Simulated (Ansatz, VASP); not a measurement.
**Li2O: VASP beside Ansatz**

```
Li O
1.0
     0.00000    2.30950    2.30950
     2.30950    0.00000    2.30950
     2.30950    2.30950    0.00000
Li O
2 1
Direct
  0.25000 0.25000 0.25000
  0.75000 0.75000 0.75000
  0.00000 0.00000 0.00000
```

Alike in both runs: task single point; functional PBEsol; k mesh 6 × 6 × 6; occupations gaussian, width 0.1 eV; no spin polarisation.

|  | VASP | Ansatz |
| --- | --- | --- |
| version | VASP 6.6.1 | Ansatz 0.2.0 |
| potentials or method | VASP PAW PBE potentials, release 64 (Li_sv, O), cutoff 750 eV | scalar-relativistic, plane waves, PAW |
| valence electrons in the cell | 12 | 12 |

VASP gave:

- gap on the k mesh at the Fermi level (eV): 4.82
- least direct gap on the mesh (eV): 5.16
- pressure (GPa): -2.0

Question: What did Ansatz give for the same quantities?

Answer: gap on the k mesh at the Fermi level (eV): 4.83; least direct gap on the mesh (eV): 5.16; pressure (GPa): -2.0.

VASP's potentials were made for PBE, not for PBEsol. With one functional, cell and mesh, what is left measures potentials, basis and numerics.
